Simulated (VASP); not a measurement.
**Be: relaxation of cell and atoms with PBE**

The system is Be.

```xyz
2
Lattice="2.2627 0.0000 0.0000 -1.1313 1.9596 0.0000 0.0000 0.0000 3.5667" Properties=species:S:1:pos:R:3 pbc="T T T"
Be    0.0000    1.3064    0.8917
Be    1.1313    0.6532    2.6751
```

```
Program                : VASP 6.6.1
Task                   : relaxation of cell and atoms
Functional             : PBE
Potentials or basis    : VASP PAW PBE potentials, release 64 (Be)
Cutoff                 : 600 eV
k mesh                 : 24 × 24 × 12
Occupations            : fermi-dirac, width 0.15 eV
Spin                   : no spin polarisation
Dipole correction      : no
Further INCAR settings : ALGO = Fast; EDIFF = 1e-06; IBRION = 2; EDIFFG = -0.001; NSW = 80; ISIF = 3
```

* Relaxed volume: 7.92 Å³/atom
* Relaxed cell: a = 2.266 Å, b = 2.266 Å, c = 3.564 Å, α = 90.00°, β = 90.00°, γ = 120.00°
* Space group after relaxing (to 0.05 Å): P6_3/mmc (No. 194)
* Energy gained by relaxing: 0.0 meV/atom
* Ionic steps: 3
* Pressure after relaxing: 0.0 GPa
* Band gap on the k mesh: zero (band 2 reaches 7.99 eV, above the bottom of band 3 at 5.91 eV)

Final structure:
```
Be
1.0
     2.26556    0.00000    0.00000
    -1.13278    1.96203    0.00000
     0.00000    0.00000    3.56404
Be
2
Direct
  0.33333 0.66667 0.25000
  0.66667 0.33333 0.75000
```

Levels at points of the mesh, in eV from the Fermi level:
| k point | band 1 | band 2 | band 3 | band 4 | band 5 | band 6 |
| --- | --- | --- | --- | --- | --- | --- |
| (0.00, 0.00, 0.00) | -11.36 | -4.45 | 1.10 | 15.93 | 15.93 | 18.78 |
| (0.50, 0.00, 0.00) | -5.03 | -3.16 | 3.61 | 6.47 | 6.73 | 9.36 |
| (0.00, 0.00, 0.50) | -9.20 | -9.20 | 10.70 | 10.70 | 17.58 | 17.58 |
| (0.50, 0.00, 0.50) | -3.64 | -3.64 | 1.54 | 1.54 | 11.97 | 11.97 |

Wall time 45 s on 1 thread of AMD EPYC 7R13 Processor (Zen 3), on a shared host, peak memory 0.13 GiB.
